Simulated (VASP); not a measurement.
# S in VASP: further runs

S is run at these levels: PBEsol; tasks: single point.

Program: VASP 6.6.1. These are calculated values, not measurements. Logs are shortened: lines on timing, memory, paths and dates and some standing lists are left out, and cuts for length are marked.

## (1) The cell of the first run

It takes space group P4_2/mnm (No. 136, tetragonal). The conventional cell has a = 5.713 Å, b = 5.713 Å, c = 3.233 Å, α = 90.00°, β = 90.00°, γ = 90.00°. Within 2.2 Å of S (site symmetry m2m) lie 1 S at 1.68 Å.

## (2) Single point, PBEsol (strained)

Input file INCAR:

```
PREC     = Accurate       # precision mode
ENCUT    = 520            # plane-wave cutoff, eV
EDIFF    = 1E-7           # SCF threshold, eV
ISMEAR   = 0              # smearing method
SIGMA    = 0.1            # smearing width, eV
LREAL    = F              # projectors in reciprocal space
LASPH    = T              # aspherical terms in the spheres
NELM     = 60             # most SCF steps
ALGO     = Fast           # electronic algorithm
ISIF     = 2              # what is computed and relaxed
LWAVE    = F              # write WAVECAR
LCHARG   = T              # write CHGCAR
GGA      = PS             # functional
LELF     = T              # ELF
LVHAR    = T            
NBANDS   = 20             # bands
```

Input file KPOINTS:

```
regular mesh
0
Gamma
  8 8 14
```

Input file POSCAR:

```
S
1.0
    5.7128034792      0.0000000000      0.0000000000
    0.0000000000      5.7128034792      0.0000000000
    0.0000000000      0.0000000000      3.2331326295
S
4
Direct
    0.8958447101      0.8958447101      0.5000000000
    0.1041552899      0.1041552899      0.5000000000
    0.3958447101      0.6041552899      0.0000000000
    0.6041552899      0.3958447101      0.0000000000
```

Potentials or basis: VASP PAW PBE potentials, release 64 (S).

Command:

```
$ cat potpaw_PBE.64/S/POTCAR > POTCAR
$ mpirun -np 1 vasp_std > vasp.out
```

OUTCAR:

```text
PREC = Accurate
   ENCUT = 520
   EDIFF = 1E-7
   ISMEAR = 0
   LREAL = F
   LASPH = T
   NELM = 60
   ISIF = 2
   GGA = PS

 ion  position               nearest neighbor table
   1  0.896  0.896  0.500-   2 1.68
   2  0.104  0.104  0.500-   1 1.68
   3  0.396  0.604  0.000-   4 1.68
   4  0.604  0.396  0.000-   3 1.68

  LATTYP: Found a simple tetragonal cell.
 ALAT       =     5.7128034792
 C/A-ratio  =     0.5659450113

  Lattice vectors:

 A1 = (   5.7128034792,   0.0000000000,   0.0000000000)
 A2 = (   0.0000000000,   5.7128034792,   0.0000000000)
 A3 = (   0.0000000000,   0.0000000000,   3.2331326295)

Analysis of symmetry for initial positions (statically):
=====================================================================
 Subroutine PRICEL returns:
 Original cell was already a primitive cell.

 Routine SETGRP: Setting up the symmetry group for a
 simple tetragonal supercell.

 Subroutine GETGRP returns: Found 16 space group operations
 (whereof  8 operations were pure point group operations)
 out of a pool of 16 trial point group operations.

The static configuration has the point symmetry D_2h.
 The point group associated with its full space group is D_4h.

Analysis of symmetry for dynamics (positions and initial velocities):
=====================================================================
 Subroutine PRICEL returns:
 Original cell was already a primitive cell.

 Routine SETGRP: Setting up the symmetry group for a
 simple tetragonal supercell.

 Subroutine GETGRP returns: Found 16 space group operations
 (whereof  8 operations were pure point group operations)
 out of a pool of 16 trial point group operations.

The dynamic configuration has the point symmetry D_2h.
 The point group associated with its full space group is D_4h.

 Subroutine INISYM returns: Found 16 space group operations
 (whereof  8 operations are pure point group operations),
 and found     1 'primitive' translations

----------------------------------------------------------------------------------------

                                     Primitive cell

  volume of cell :     105.5169

  direct lattice vectors                    reciprocal lattice vectors
     5.712803479  0.000000000  0.000000000     0.175045405  0.000000000  0.000000000
     0.000000000  5.712803479  0.000000000     0.000000000  0.175045405  0.000000000
     0.000000000  0.000000000  3.233132630     0.000000000  0.000000000  0.309297550

  length of vectors
     5.712803479  5.712803479  3.233132630     0.175045405  0.175045405  0.309297550

  position of ions in fractional coordinates (direct lattice)
     0.895844710  0.895844710  0.500000000
     0.104155290  0.104155290  0.500000000
     0.395844710  0.604155290  0.000000000
     0.604155290  0.395844710  0.000000000

  ion indices of the primitive-cell ions
   primitive index   ion index
                 1           1
                 2           2
                 3           3
                 4           4

----------------------------------------------------------------------------------------

 KPOINTS: regular mesh

Automatic generation of k-mesh.
 Grid dimensions read from file:
 generate k-points for:    8    8   14

 Generating k-lattice:

  Cartesian coordinates                     Fractional coordinates (reciprocal lattice)
     0.021880676  0.000000000  0.000000000     0.125000000  0.000000000  0.000000000
     0.000000000  0.021880676  0.000000000     0.000000000  0.125000000  0.000000000
     0.000000000  0.000000000  0.022092682     0.000000000  0.000000000  0.071428571

  Length of vectors
     0.021880676  0.021880676  0.022092682

  Shift w.r.t. Gamma in fractional coordinates (k-lattice)
     0.000000000  0.000000000  0.000000000

 Subroutine IBZKPT returns following result:
 ===========================================

 Found    120 irreducible k-points:

 Following reciprocal coordinates:
            Coordinates               Weight
  0.000000  0.000000  0.000000      1.000000
  0.125000  0.000000  0.000000      4.000000
  0.250000  0.000000  0.000000      4.000000
  0.375000  0.000000  0.000000      4.000000
  0.500000  0.000000  0.000000      2.000000
  0.125000  0.125000  0.000000      4.000000
[... 16 lines left out ...]
  0.375000  0.125000  0.071429     16.000000
  0.500000  0.125000  0.071429      8.000000
 [... further k-points ...]
   k-points           NKPTS =    120   k-points in BZ     NKDIM =    120   number of bands    NBANDS=     20
   number of dos      NEDOS =    301   number of ions     NIONS =      4
   total plane-waves  NPLWV =  42336
   dimension x,y,z NGX =    42 NGY =   42 NGZ =   24
   dimension x,y,z NGXF=    84 NGYF=   84 NGZF=   48
   ions per type =               4
   NGX,Y,Z   is equivalent  to a cutoff of  12.22, 12.22, 12.34 a.u.
   NGXF,Y,Z  is equivalent  to a cutoff of  24.44, 24.44, 24.68 a.u.
 SYSTEM =  unknown system
   PREC   = accura    normal or accurate (medium, high low for compatibility)
   ISTART =      0    job   : 0-new  1-cont  2-samecut
   ICHARG =      2    charge: 1-file 2-atom 10-const
   ISPIN  =      1    spin polarized calculation?
   LNONCOLLINEAR =      F non collinear calculations
   LSORBIT =      F    spin-orbit coupling
   LASPH  =      T    aspherical Exc in radial PAW
   ENCUT  =  520.0 eV  38.22 Ry    6.18 a.u.  10.62 10.62  6.01*2*pi/ulx,y,z
   NELM   =     60;   NELMIN=  2; NELMDL= -5     # of ELM steps
   EDIFF  = 0.1E-06   stopping-criterion for ELM
   LREAL  =      F    real-space projection
   EDIFFG = 0.1E-05   stopping-criterion for IOM
   NSW    =      0    number of steps for IOM
   IBRION =     -1    ionic relax: 0-MD 1-quasi-New 2-CG
   NFREE  =      0    steps in history (QN), initial steepest desc. (CG)
   ISIF   =      2    stress and relaxation
   ISYM   =      2    0-nonsym 1-usesym 2-fastsym
   POTIM  = 0.5000    time-step for ionic-motion
   TEBEG  =    0.0;   TEEND  =   0.0 temperature during run
   PSTRESS=    0.0 pullay stress
   NELECT =      24.0000    total number of electrons
   NUPDOWN=      -1.0000    fix difference up-down
   EMIN   =  10.00;   EMAX   =-10.00  energy-range for DOS
   EFERMI =   0.00;   METHOD = LEGACY
   ISMEAR =     0;   SIGMA  =   0.10  broadening in eV -4-tet -1-fermi 0-gaus
   EFERMI_NEDOS =   21; number of points for ismear=-14 and -15
   IALGO  =     68    algorithm
   IMIX   =      4    mixing-type and parameters
     AMIX     =   0.40;   BMIX     =  1.00
     AMIX_MAG =   1.60;   BMIX_MAG =  1.00
  volume/ion in A,a.u.               =      26.38       178.02
  Fermi-wavevector in a.u.,A,eV,Ry     =   0.999320  1.888441 13.587326  0.998640
  Thomas-Fermi vector in A             =   2.131602
   LORBIT       =      0    0 simple, 1 ext, 2 COOP (PROOUT), +10 PAW based schemes
   GGA     = PS    functional components
   LHFCALC =     F    Hartree Fock is set to
   AEXX    =    0.0000 exact exchange contribution
   IVDW    =     0    specifies the selected vdW correction
   LEPSILON=     F    determine dielectric tensor
   LRPA    =     F    only Hartree local field effects (RPA)
 non-spin polarized calculation
 RMM-DIIS sequential band-by-band and
 Gauss-broadening in eV      SIGMA  =   0.10
  energy-cutoff  :      520.00
  volume of cell :      105.52
 maximum number of plane-waves:      2864
   NGX = 21   NGY = 21   NGZ = 13

 number of electron      23.9999997 magnetization

 Free energy of the ion-electron system (eV)
  ---------------------------------------------------
  ext. energy  EPLUGINS =         0.00000000
  ---------------------------------------------------
  free energy    TOTEN  =       -14.19453356 eV

  energy without entropy =      -14.17609750  energy(sigma->0) =      -14.18531553

 E-fermi :   2.7002     XC(G=0):  -8.4364

 val. band max:        2.6916161109   @ k =   0.3750   0.0000   0.4286
 cond. band min:       2.7007650284   @ k =   0.5000   0.0000   0.2857
 fundamental gap:      0.0091489175
 Fermi energy:         2.7001880117

 k-point     1 :       0.0000    0.0000    0.0000
  band No.  band energies     occupation
      1     -15.5385      2.00000
      2     -15.2455      2.00000
      3      -7.7780      2.00000
      4      -7.7780      2.00000
      5      -3.4724      2.00000
      6      -2.7401      2.00000
[... 12 lines left out ...]
     19       9.0979      0.00000
     20       9.1950      0.00000

 k-point     2 :       0.1250    0.0000    0.0000
  band No.  band energies     occupation
      1     -15.5274      2.00000
      2     -15.2567      2.00000
      3      -7.7785      2.00000
      4      -7.7765      2.00000
      5      -3.5879      2.00000
      6      -3.0286      2.00000
[... 12 lines left out ...]
     19       9.1433      0.00000
     20       9.3703      0.00000

 k-point     3 :       0.2500    0.0000    0.0000
  band No.  band energies     occupation
      1     -15.4958      2.00000
      2     -15.2885      2.00000
      3      -7.7788      2.00000
      4      -7.7736      2.00000
      5      -3.7573      2.00000
      6      -3.3662      2.00000
[... 12 lines left out ...]
     19       9.4205      0.00000
     20       9.9577      0.00000

 k-point     4 :       0.3750    0.0000    0.0000
  band No.  band energies     occupation
      1     -15.4484      2.00000
      2     -15.3361      2.00000
      3      -7.7773      2.00000
      4      -7.7725      2.00000
      5      -3.8406      2.00000
      6      -3.6353      2.00000
[... 12 lines left out ...]
     19       9.6526      0.00000
     20      10.4531      0.00000

 k-point     5 :       0.5000    0.0000    0.0000
  band No.  band energies     occupation
      1     -15.3923      2.00000
      2     -15.3923      2.00000
      3      -7.7743      2.00000
      4      -7.7743      2.00000
      5      -3.8002      2.00000
      6      -3.8002      2.00000
[... 12 lines left out ...]
     19       9.9131      0.00000
     20       9.9132      0.00000

 k-point     6 :       0.1250    0.1250    0.0000
  band No.  band energies     occupation
      1     -15.5170      2.00000
      2     -15.2669      2.00000
      3      -7.7951      2.00000
      4      -7.7641      2.00000
      5      -3.6906      2.00000
      6      -2.9207      2.00000
[... 12 lines left out ...]
     19       8.9973      0.00000
     20       9.7009      0.00000

 k-point     7 :       0.2500    0.1250    0.0000
  band No.  band energies     occupation
      1     -15.4875      2.00000
      2     -15.2959      2.00000
      3      -7.8068      2.00000
      4      -7.7627      2.00000
      5      -3.8124      2.00000
      6      -3.2014      2.00000
[... 12 lines left out ...]
     19       9.1093      0.00000
     20      10.0496      0.00000
[... 277 lines left out ...]
 k-point    20 :       0.5000    0.0000    0.0714
  band No.  band energies     occupation
      1     -15.3714      2.00000
      2     -15.3714      2.00000
      3      -7.7433      2.00000
      4      -7.7433      2.00000
      5      -3.7686      2.00000
      6      -3.7686      2.00000
[... 12 lines left out ...]
     19       9.9474      0.00000
     20       9.9475      0.00000

 k-point    21 :       0.1250    0.1250    0.0714
  band No.  band energies     occupation
      1     -15.4937      2.00000
      2     -15.2486      2.00000
      3      -7.7623      2.00000
      4      -7.7325      2.00000
      5      -3.6726      2.00000
      6      -2.9044      2.00000
[... 12 lines left out ...]
     19       9.2412      0.00000
     20       9.7612      0.00000

 k-point    22 :       0.2500    0.1250    0.0714
  band No.  band energies     occupation
      1     -15.4648      2.00000
      2     -15.2770      2.00000
      3      -7.7741      2.00000
      4      -7.7317      2.00000
      5      -3.7869      2.00000
      6      -3.1779      2.00000
[... 12 lines left out ...]
     19       9.2670      0.00000
     20      10.0894      0.00000

 k-point    23 :       0.3750    0.1250    0.0714
  band No.  band energies     occupation
      1     -15.4215      2.00000
      2     -15.3198      2.00000
      3      -7.7736      2.00000
      4      -7.7435      2.00000
      5      -3.8015      2.00000
      6      -3.4768      2.00000
[... 12 lines left out ...]
     19       9.4883      0.00000
     20      10.1103      0.00000

 k-point    24 :       0.5000    0.1250    0.0714
  band No.  band energies     occupation
      1     -15.3705      2.00000
      2     -15.3705      2.00000
      3      -7.7610      2.00000
      4      -7.7610      2.00000
      5      -3.6946      2.00000
      6      -3.6946      2.00000
[... 12 lines left out ...]
     19       9.6523      0.00000
     20       9.6523      0.00000

 [... further k-points ...]

------------------------ aborting loop because EDIFF is reached ----------------------------------------

  FORCE on cell =-STRESS in cart. coord.  units (eV):
  Direction    XX          YY          ZZ          XY          YZ          ZX
  --------------------------------------------------------------------------------------
  -------------------------------------------------------------------------------------
  Total       16.5300194     16.5300194     -4.9325465     -0.0000000      0.0000000      0.0000000
  in kB      250.9931419    250.9931419    -74.8961820     -0.0000000      0.0000000      0.0000000
  external PRESSURE =     142.3633673 kB  Pullay stress =       0.0000000 kB

 VOLUME and BASIS-vectors are now :
 -----------------------------------------------------------------------------
  energy-cutoff  :      520.00
  volume of cell :      105.52
      direct lattice vectors                 reciprocal lattice vectors
     5.712803479  0.000000000  0.000000000     0.175045405  0.000000000  0.000000000
     0.000000000  5.712803479  0.000000000     0.000000000  0.175045405  0.000000000
     0.000000000  0.000000000  3.233132630     0.000000000  0.000000000  0.309297550

 POSITION                                       TOTAL-FORCE (eV/Angst)
 -----------------------------------------------------------------------------------
      5.11778      5.11778      1.61657        -7.503977     -7.503977      0.000000
      0.59502      0.59502      1.61657         7.503977      7.503977     -0.000000
      2.26138      3.45142      0.00000        -7.503977      7.503977     -0.000000
      3.45142      2.26138      0.00000         7.503977     -7.503977     -0.000000
 -----------------------------------------------------------------------------------
    total drift:                               -0.000000     -0.000000     -0.000000

  FREE ENERGIE OF THE ION-ELECTRON SYSTEM (eV)
  ---------------------------------------------------
  free  energy   TOTEN  =       -14.1945335599 eV

  energy  without entropy=      -14.1760974965  energy(sigma->0) =      -14.18531553
```

Wall time 6 min (1 thread of Oxide Virtual Turin-like, shared host); peak memory 0.27 GiB.

Results:

```
Free energy            : -14.1945 eV
Pressure               : 14.2 GPa
Largest force          : 10.612 eV/Å
Band gap on the k mesh : zero (bands 12 and 13 overlap by 1.78 eV)
```

Forces on the atoms (eV/Å):
```
S   -7.504 -7.504  0.000
S    7.504  7.504  0.000
S   -7.504  7.504  0.000
S    7.504 -7.504  0.000
```

Stress tensor (GPa, compression positive):
```
25.10  0.00  0.00
 0.00 25.10  0.00
 0.00  0.00 -7.49
```

Caveat: the cell differs from its parent crystal (strained); the stress differs along the axes, from -7 to 25 GPa; this functional lacks dispersion, which holds the molecules together, so the pressure and a relaxed volume are unreliable; the PAW data sets were made with another functional, which shifts forces and pressure a little.

## (3) Single point, PBEsol (strained)

Input file INCAR:

```
PREC = Accurate
ENCUT = 520
EDIFF = 1E-6
ISMEAR = 0
SIGMA = 0.1
LREAL = F
LASPH = T
NELM = 100
ALGO = Fast
ISIF = 2
LWAVE = F
LCHARG = F
GGA = PS
NBANDS = 20
```

KPOINTS is that of step 2.

Input file POSCAR:

```
S
1.0
    5.7407962844      0.0000000000      0.0000000000
    0.0000000000      5.7407962844      0.0000000000
    0.0000000000      0.0000000000      3.2476742344
S
4
Direct
    0.8759193819      0.8759193819      0.5000000000
    0.1240806181      0.1240806181      0.5000000000
    0.3759193819      0.6240806181      0.0000000000
    0.6240806181      0.3759193819      0.0000000000
```

Potentials or basis: VASP PAW PBE potentials, release 64 (S).

Command:

```
$ cat potpaw_PBE.64/S/POTCAR > POTCAR
$ mpirun -np 1 vasp_std > vasp.out
```

It took 5.3 min on 1 thread of Oxide Virtual Turin-like, shared host; peak memory 0.29 GiB.

The run converged. Its results:

| Property | Result |
| --- | --- |
| Free energy | -15.7152 eV |
| Pressure | -8.5 GPa |
| Largest force | 2.508 eV/Å |
| Band gap on the k mesh | zero (bands 12 and 13 overlap by 1.80 eV) |

Forces in eV/Å, atoms in the order of the input:
```
S    1.773  1.773  0.000
S   -1.773 -1.773  0.000
S    1.773 -1.773  0.000
S   -1.773  1.773  0.000
```

Stress tensor (GPa, compression positive):
```
-9.53  0.00  0.00
 0.00 -9.53  0.00
 0.00  0.00 -6.39
```

Levels at points of the mesh, in eV from the Fermi level:
```
           k point  band 9  band 10  band 11  band 12  band 13  band 14  band 15  band 16
(0.00, 0.00, 0.00)   -2.09    -1.55    -0.91     0.91     1.61     1.61     4.01     4.01
(0.50, 0.00, 0.00)   -1.25    -1.25    -0.47    -0.47     1.63     1.63     3.02     3.02
(0.50, 0.50, 0.00)   -1.23    -1.23    -0.23    -0.23     1.56     1.56     3.81     3.81
(0.00, 0.00, 0.50)   -2.98    -2.98    -1.25    -1.25    -0.19    -0.19     3.41     3.41
(0.50, 0.00, 0.50)   -2.70    -2.70    -1.69    -1.69     0.21     0.21     4.20     4.20
(0.50, 0.50, 0.50)   -3.46    -3.46    -0.90    -0.90     0.37     0.37     3.43     3.43
```

Caveat: the cell differs from its parent crystal (strained); the cell stands under tension; this functional lacks dispersion, which holds the molecules together, so the pressure and a relaxed volume are unreliable; the PAW data sets were made with another functional, which shifts forces and pressure a little.

(Continued in part 2 of 2.)
